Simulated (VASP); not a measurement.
# FeO in VASP: a series of runs, part 2 of 3

VASP 6.6.1. Earlier steps stand in the parts before.

### 3 Single point, HSE06, collinear spin, ferromagnetic start

This run uses another cell than the first one, of 10.41 Å³/atom.

Input file POSCAR:

```
FeO
1.0
    0.0000000000      2.1837637790      2.1837637790
    2.1837637790      0.0000000000      2.1837637790
    2.1837637790      2.1837637790      0.0000000000
Fe O
1 1
Direct
    0.0000000000      0.0000000000      0.0000000000
    0.5000000000      0.5000000000      0.5000000000
```

Input file INCAR.step1:

```
PREC = Accurate
ENCUT = 520
EDIFF = 1E-5
ISMEAR = -1
SIGMA = 0.05
LREAL = F
LASPH = T
NELM = 150
ALGO = Normal
ISIF = 2
LWAVE = T
LCHARG = F
ISPIN = 2
MAGMOM = 3 0
LORBIT = 11
LMAXMIX = 4
GGA = PE
NBANDS = 18
```

Input file INCAR.step2:

```
PREC = Accurate
ENCUT = 520
EDIFF = 1E-6
ISMEAR = -1
SIGMA = 0.05
LREAL = F
LASPH = T
NELM = 150
ALGO = Normal
ISIF = 2
LWAVE = F
LCHARG = F
ISPIN = 2
MAGMOM = 3 0
LORBIT = 11
LMAXMIX = 4
GGA = PE
LHFCALC = T
HFSCREEN = 0.2079
PRECFOCK = Normal
ISTART = 1
NBANDS = 18
```

Input file KPOINTS:

```
regular mesh
0
Gamma
  6 6 6
```

Potentials or basis: VASP PAW PBE potentials, release 64 (Fe, O).

Command:

```console
$ cat potpaw_PBE.64/Fe/POTCAR potpaw_PBE.64/O/POTCAR > POTCAR
$ cp INCAR.step1 INCAR
$ mpirun -np 1 vasp_std > vasp.out
$ cp INCAR.step2 INCAR
$ mpirun -np 1 vasp_std > vasp.out
```

OUTCAR:

```text
PREC = Accurate
   ENCUT = 520
   EDIFF = 1E-6
   ISMEAR = -1
   LREAL = F
   LASPH = T
   NELM = 150
   ISIF = 2
   ISPIN = 2
   LORBIT = 11
   GGA = PE
   LHFCALC = T
   HFSCREEN = 0.2079
   PRECFOCK = Normal
   ISTART = 1

 ion  position               nearest neighbor table
   1  0.000  0.000  0.000-   2 2.18   2 2.18   2 2.18   2 2.18   2 2.18   2 2.18
   2  0.500  0.500  0.500-   1 2.18   1 2.18   1 2.18   1 2.18   1 2.18   1 2.18

  LATTYP: Found a face centered cubic cell.
 ALAT       =     4.3675275580

  Lattice vectors:

 A1 = (   0.0000000000,   2.1837637790,   2.1837637790)
 A2 = (   2.1837637790,   0.0000000000,   2.1837637790)
 A3 = (   2.1837637790,   2.1837637790,   0.0000000000)

Analysis of symmetry for initial positions (statically):
=====================================================================
 Subroutine PRICEL returns:
 Original cell was already a primitive cell.

 Routine SETGRP: Setting up the symmetry group for a
[... 533 lines left out ...]
      4       1.8188      1.00000
      5       5.4351      1.00000
      6       5.4354      1.00000
[... 313 lines left out ...]
      5       5.2964      1.00000
      6       7.1283      0.00000
[... 10 lines left out ...]
     17      36.2070      0.00000
     18      36.7073      0.00000

------------------------ aborting loop because EDIFF is reached ----------------------------------------

  FORCE on cell =-STRESS in cart. coord.  units (eV):
  Direction    XX          YY          ZZ          XY          YZ          ZX
  --------------------------------------------------------------------------------------
  -------------------------------------------------------------------------------------
  Total       -1.7275157     -1.7275157     -1.7275157      0.0000000      0.0000000      0.0000000
  in kB     -132.8879514   -132.8879514   -132.8879514      0.0000000      0.0000000      0.0000000
  external PRESSURE =    -132.8879514 kB  Pullay stress =       0.0000000 kB

 VOLUME and BASIS-vectors are now :
 -----------------------------------------------------------------------------
  energy-cutoff  :      520.00
  volume of cell :       20.83
      direct lattice vectors                 reciprocal lattice vectors
     0.000000000  2.183763779  2.183763779    -0.228962493  0.228962493  0.228962493
     2.183763779  0.000000000  2.183763779     0.228962493 -0.228962493  0.228962493
     2.183763779  2.183763779  0.000000000     0.228962493  0.228962493 -0.228962493

 POSITION                                       TOTAL-FORCE (eV/Angst)
 -----------------------------------------------------------------------------------
      0.00000      0.00000      0.00000         0.000000      0.000000      0.000000
      2.18376      2.18376      2.18376        -0.000000     -0.000000     -0.000000
 -----------------------------------------------------------------------------------
    total drift:                               -0.000005     -0.000005     -0.000006

  FREE ENERGIE OF THE ION-ELECTRON SYSTEM (eV)
  ---------------------------------------------------
  free  energy   TOTEN  =       -21.0110503788 eV

  energy  without entropy=      -21.0011527002  energy(sigma->0) =      -21.00610154

 total charge

# of ion       s       p       d       tot
------------------------------------------
    1        0.273   0.341   6.003   6.618
    2        1.555   3.467   0.000   5.022
--------------------------------------------------
tot          1.828   3.808   6.003  11.639

 magnetization (x)

# of ion       s       p       d       tot
------------------------------------------
    1        0.019   0.012   3.709   3.739
    2        0.026   0.218   0.000   0.244
--------------------------------------------------
tot          0.045   0.229   3.709   3.984
```

OSZICAR.step1:

```text
N       E                     dE             d eps       ncg     rms          rms(c)
DAV:   1     0.677751713571E+02    0.67775E+02   -0.67129E+03  1256   0.894E+02
DAV:   2    -0.125427862686E+02   -0.80318E+02   -0.68751E+02  1194   0.201E+02
DAV:   3    -0.173592517545E+02   -0.48165E+01   -0.46897E+01  1412   0.522E+01
DAV:   4    -0.173986476220E+02   -0.39396E-01   -0.39365E-01  1370   0.449E+00
DAV:   5    -0.173989454524E+02   -0.29783E-03   -0.29782E-03  1374   0.387E-01    0.174E+01
DAV:   6    -0.156928897265E+02    0.17061E+01   -0.16838E+01  1502   0.562E+01    0.205E+01
DAV:   7    -0.149582355039E+02    0.73465E+00   -0.39211E+00  1456   0.351E+01    0.899E+00
DAV:   8    -0.149317676428E+02    0.26468E-01   -0.19460E-01  1414   0.461E+00    0.505E+00
DAV:   9    -0.149181461256E+02    0.13622E-01   -0.93069E-02  1732   0.485E+00    0.120E+00
DAV:  10    -0.149111347108E+02    0.70114E-02   -0.25968E-02  1596   0.322E+00    0.157E-01
DAV:  11    -0.149112821043E+02   -0.14739E-03   -0.33357E-03  1476   0.544E-01    0.674E-02
DAV:  12    -0.149112849207E+02   -0.28164E-05   -0.67112E-05  1442   0.794E-02
   1 F= -.14911285E+02 E0= -.14903676E+02  d E =-.152185E-01  mag=     4.0096
```

Wall time 39 min (1 thread of AMD EPYC 7R13 (Zen 3), shared host); peak memory 0.24 GiB.

What came out:

```
Free energy                                           : -21.0111 eV
Pressure                                              : -13.3 GPa
Band gap on the k mesh                                : zero (filled and empty bands overlap)
Net moment                                            : 4.01 μB per cell
Site moments                                          : Fe +3.74; O +0.24 μB
Valence electrons inside the program's atomic spheres : Fe 6.62; O 5.02
```

Caveat: the k points lie up to 0.42 Å⁻¹ apart, too coarse for converged energies and pressures of a metal; the PAW data sets were made with another functional, which shifts forces and pressure a little; a cell with one magnetic atom can't hold antiferromagnetic order, which such compounds often take.

### 4 Single point, PBEsol, collinear spin, ferromagnetic start

This run uses another cell than the first one, of 10.01 Å³/atom.

Input file INCAR:

```
PREC     = Accurate       # precision mode
ENCUT    = 520            # plane-wave cutoff, eV
EDIFF    = 1E-6           # SCF threshold, eV
ISMEAR   = 0              # smearing method
SIGMA    = 0.05           # smearing width, eV
LREAL    = F              # projectors in reciprocal space
LASPH    = T              # aspherical terms in the spheres
NELM     = 150            # most SCF steps
ALGO     = Normal         # electronic algorithm
ISIF     = 2              # what is computed and relaxed
LWAVE    = F              # write WAVECAR
LCHARG   = F              # write CHGCAR
ISPIN    = 2              # spin polarisation
MAGMOM   = 3 0            # initial moments
LORBIT   = 11             # projections on sites
LMAXMIX  = 4              # l up to which the mixer works
GGA      = PS             # functional
NBANDS   = 18             # bands
```

Input file KPOINTS:

```
Automatic mesh
0
Gamma
  11 11 11
```

Input file POSCAR:

```
FeO
1.0
    0.0000000000      2.1554000000      2.1554000000
    2.1554000000      0.0000000000      2.1554000000
    2.1554000000      2.1554000000      0.0000000000
Fe O
1 1
Direct
    0.0000000000      0.0000000000      0.0000000000
    0.5000000000      0.5000000000      0.5000000000
```

Potentials or basis: VASP PAW PBE potentials, release 64 (Fe, O).

Command:

```console
$ cat potpaw_PBE.64/Fe/POTCAR potpaw_PBE.64/O/POTCAR > POTCAR
$ mpirun -np 1 vasp_std > vasp.out
```

OUTCAR:

```text
PREC = Accurate
   ENCUT = 520
   EDIFF = 1E-6
   ISMEAR = 0
   LREAL = F
   LASPH = T
   NELM = 150
   ISIF = 2
   ISPIN = 2
   LORBIT = 11
   GGA = PS

 ion  position               nearest neighbor table
   1  0.000  0.000  0.000-   2 2.16   2 2.16   2 2.16   2 2.16   2 2.16   2 2.16
   2  0.500  0.500  0.500-   1 2.16   1 2.16   1 2.16   1 2.16   1 2.16   1 2.16

  LATTYP: Found a face centered cubic cell.
 ALAT       =     4.3108000000

  Lattice vectors:

 A1 = (   0.0000000000,   2.1554000000,   2.1554000000)
 A2 = (   2.1554000000,   0.0000000000,   2.1554000000)
 A3 = (   2.1554000000,   2.1554000000,   0.0000000000)

Analysis of symmetry for initial positions (statically):
=====================================================================
 Subroutine PRICEL returns:
 Original cell was already a primitive cell.

 Routine SETGRP: Setting up the symmetry group for a
 face centered cubic supercell.

 Subroutine GETGRP returns: Found 48 space group operations
 (whereof 48 operations were pure point group operations)
 out of a pool of 48 trial point group operations.

The static configuration has the point symmetry O_h .

Analysis of symmetry for dynamics (positions and initial velocities):
=====================================================================
 Subroutine PRICEL returns:
 Original cell was already a primitive cell.

 Routine SETGRP: Setting up the symmetry group for a
 face centered cubic supercell.

 Subroutine GETGRP returns: Found 48 space group operations
 (whereof 48 operations were pure point group operations)
 out of a pool of 48 trial point group operations.

The dynamic configuration has the point symmetry O_h .

Analysis of structural, dynamic, and magnetic symmetry:
=====================================================================
 Subroutine PRICEL returns:
 Original cell was already a primitive cell.

 Routine SETGRP: Setting up the symmetry group for a
 face centered cubic supercell.

 Subroutine GETGRP returns: Found 48 space group operations
[... 140 lines left out ...]

 number of electron      13.9999999 magnetization       4.0008346

 Free energy of the ion-electron system (eV)
  ---------------------------------------------------
  ext. energy  EPLUGINS =         0.00000000
  ---------------------------------------------------
  free energy    TOTEN  =       -15.83897718 eV

  energy without entropy =      -15.83692405  energy(sigma->0) =      -15.83795062

 E-fermi :   6.0709     XC(G=0): -12.4118

 val. band max:        6.0655325123   @ k =  -0.3636   0.2727   0.0909
 cond. band min:       6.0809701307   @ k =  -0.1818   0.0909   0.0000
 fundamental gap:      0.0154376184
 Fermi energy:         6.0709305428

 spin component 1

 k-point     1 :       0.0000    0.0000    0.0000
  band No.  band energies     occupation
      1     -14.6239      1.00000
      2       2.1878      1.00000
      3       2.1878      1.00000
      4       2.1878      1.00000
      5       2.2310      1.00000
      6       2.2310      1.00000
[... 493 lines left out ...]
     17      32.4230      0.00000
     18      34.1664      0.00000

 [... further k-points ...]

 spin component 2

 k-point     1 :       0.0000    0.0000    0.0000
  band No.  band energies     occupation
      1     -14.0646      1.00000
      2       2.8249      1.00000
      3       2.8249      1.00000
      4       2.8249      1.00000
      5       5.3252      1.00000
      6       5.3254      1.00000
[... 493 lines left out ...]
     17      33.2452      0.00000
     18      34.9655      0.00000

 [... further k-points ...]
[... 5 lines left out ...]
  --------------------------------------------------------------------------------------
  -------------------------------------------------------------------------------------
  Total       -1.0455465     -1.0455465     -1.0455465      0.0000000      0.0000000      0.0000000
  in kB      -83.6450650    -83.6450650    -83.6450650      0.0000000      0.0000000      0.0000000
  external PRESSURE =     -83.6450650 kB  Pullay stress =       0.0000000 kB

 VOLUME and BASIS-vectors are now :
 -----------------------------------------------------------------------------
  energy-cutoff  :      520.00
  volume of cell :       20.03
      direct lattice vectors                 reciprocal lattice vectors
     0.000000000  2.155400000  2.155400000    -0.231975503  0.231975503  0.231975503
     2.155400000  0.000000000  2.155400000     0.231975503 -0.231975503  0.231975503
     2.155400000  2.155400000  0.000000000     0.231975503  0.231975503 -0.231975503

 POSITION                                       TOTAL-FORCE (eV/Angst)
 -----------------------------------------------------------------------------------
      0.00000      0.00000      0.00000         0.000000      0.000000      0.000000
      2.15540      2.15540      2.15540        -0.000000     -0.000000     -0.000000
 -----------------------------------------------------------------------------------
    total drift:                                0.000000     -0.000000      0.000000

  FREE ENERGIE OF THE ION-ELECTRON SYSTEM (eV)
  ---------------------------------------------------
  free  energy   TOTEN  =       -15.8389771816 eV

  energy  without entropy=      -15.8369240505  energy(sigma->0) =      -15.83795062

 total charge

# of ion       s       p       d       tot
------------------------------------------
    1        0.292   0.364   6.085   6.741
    2        1.551   3.415   0.000   4.966
--------------------------------------------------
tot          1.843   3.779   6.085  11.707

 magnetization (x)

# of ion       s       p       d       tot
------------------------------------------
    1        0.026   0.021   3.564   3.612
    2        0.030   0.273   0.000   0.303
--------------------------------------------------
tot          0.057   0.294   3.564   3.915
```

OSZICAR:

```text
N       E                     dE             d eps       ncg     rms          rms(c)
DAV:   1     0.653644115621E+02    0.65364E+02   -0.66865E+03  4392   0.897E+02
DAV:   2    -0.138658418387E+02   -0.79230E+02   -0.67653E+02  4122   0.202E+02
DAV:   3    -0.181182311389E+02   -0.42524E+01   -0.41656E+01  4650   0.505E+01
DAV:   4    -0.181486931276E+02   -0.30462E-01   -0.30446E-01  4954   0.405E+00
DAV:   5    -0.181488889476E+02   -0.19582E-03   -0.19581E-03  4716   0.340E-01    0.171E+01
DAV:   6    -0.165529383883E+02    0.15960E+01   -0.14800E+01  5254   0.562E+01    0.199E+01
DAV:   7    -0.158772722544E+02    0.67567E+00   -0.31272E+00  5170   0.336E+01    0.938E+00
DAV:   8    -0.158607679738E+02    0.16504E-01   -0.16121E-01  4858   0.410E+00    0.525E+00
DAV:   9    -0.158413252361E+02    0.19443E-01   -0.69336E-02  6488   0.406E+00    0.109E+00
DAV:  10    -0.158390102382E+02    0.23150E-02   -0.15408E-02  5616   0.253E+00    0.176E-01
DAV:  11    -0.158389394127E+02    0.70826E-04   -0.27565E-03  5318   0.505E-01    0.722E-02
DAV:  12    -0.158389702923E+02   -0.30880E-04   -0.69462E-05  5488   0.101E-01    0.403E-02
DAV:  13    -0.158389751391E+02   -0.48467E-05   -0.12589E-05  5594   0.471E-02    0.161E-02
DAV:  14    -0.158389773572E+02   -0.22181E-05   -0.33663E-06  4454   0.153E-02    0.589E-03
DAV:  15    -0.158389771816E+02    0.17560E-06   -0.21225E-07  2334   0.567E-03
   1 F= -.15838977E+02 E0= -.15837951E+02  d E =-.205313E-02  mag=     4.0008
```

Wall time 48 s (1 thread of Intel Xeon 8259CL, shared host); peak memory 0.17 GiB.

What came out:

```
Free energy                                           : -15.8390 eV
Pressure                                              : -8.4 GPa
Band gap on the k mesh                                : zero (filled and empty bands overlap)
Net moment                                            : 4.00 μB per cell
Site moments                                          : Fe +3.61; O +0.30 μB
Valence electrons inside the program's atomic spheres : Fe 6.74; O 4.97
```

Levels at points of the mesh, in eV from the Fermi level:
Spin up:
```
           k point  band 5  band 6  band 7  band 8  band 9  band 10  band 11  band 12  band 13  band 14
(0.00, 0.00, 0.00)   -3.84   -3.84   -3.84   -3.67   -3.67    -0.01    15.23    16.86    16.86    16.86
```
Spin down:
```tsv
k point	band 1	band 2	band 3	band 4	band 5	band 6	band 7	band 8	band 9	band 10
(0.00, 0.00, 0.00)	-20.14	-3.25	-3.25	-3.25	-0.75	-0.75	-0.75	0.11	0.11	0.80
```

Caveat: the cell stands under tension; the PAW data sets were made with another functional, which shifts forces and pressure a little; a cell with one magnetic atom can't hold antiferromagnetic order, which such compounds often take; semilocal functionals often make such compounds metallic where correlation or magnetic order opens a gap, which also shifts bond lengths.

### 5 Single point, PBE, collinear spin, ferromagnetic start (atoms moved at random)

Input file INCAR:

```
SYSTEM = FeO
PREC = Accurate
ENCUT = 450
EDIFF = 1E-7
ISMEAR = 0
SIGMA = 0.02
LREAL = .FALSE.
LASPH = .TRUE.
ALGO = Normal
NELM = 100
ISIF = 2
LWAVE = .FALSE.
LCHARG = .FALSE.
ISPIN = 2
MAGMOM = 3 0
LORBIT = 11
LMAXMIX = 4
```

Input file KPOINTS:

```
k-points
0
Gamma
  9 9 9
```

Input file POSCAR:

```
FeO
1.0
    0.0000000000      2.1554000000      2.1554000000
    2.1554000000      0.0000000000      2.1554000000
    2.1554000000      2.1554000000      0.0000000000
Fe O
1 1
Direct
   -0.0071560000      0.0048320000     -0.0004070000
    0.4970370000      0.4970260000      0.5014310000
```

Command:

```console
$ cat potpaw_PBE.64/Fe/POTCAR potpaw_PBE.64/O/POTCAR > POTCAR
$ mpirun -np 1 vasp_std > vasp.out
```

It took 61 s on 1 thread of Intel Xeon 6975P-C (Granite Rapids), shared host; peak memory 0.25 GiB.

It converged, with:

```
Free energy                                           : -14.9329 eV
Largest force                                         : 0.061 eV/Å
Band gap on the k mesh                                : zero (filled and empty bands overlap)
Net moment                                            : 4.00 μB per cell
Site moments                                          : Fe +3.62; O +0.30 μB
Valence electrons inside the program's atomic spheres : Fe 6.73; O 5.01
```

Forces in eV/Å, atoms in the order of the input:
```
Fe  -0.039  0.040 -0.024
O    0.039 -0.040  0.024
```

Levels at points of the mesh, in eV from the Fermi level:
Spin up:
| k point | band 5 | band 6 | band 7 | band 8 | band 9 | band 10 | band 11 | band 12 | band 13 |
| --- | --- | --- | --- | --- | --- | --- | --- | --- | --- |
| (0.00, 0.00, 0.00) | -3.79 | -3.75 | -3.69 | -3.59 | -3.57 | 0.14 | 15.52 | 17.08 | 17.08 |
Spin down:
```tsv
k point	band 1	band 2	band 3	band 4	band 5	band 6	band 7	band 8	band 9	band 10
(0.00, 0.00, 0.00)	-20.14	-3.19	-3.19	-3.19	-0.69	-0.68	-0.68	0.24	0.24	0.94
```

Caveat: the cell differs from its parent crystal (atoms moved at random); the cutoff is under 1.25 times the usual one of these potentials, so pressure, stress and relaxed cells hold a basis-set (Pulay) error; a cell with one magnetic atom can't hold antiferromagnetic order, which such compounds often take; semilocal functionals often make such compounds metallic where correlation or magnetic order opens a gap, which also shifts bond lengths.

(Continued in part 3 of 3.)
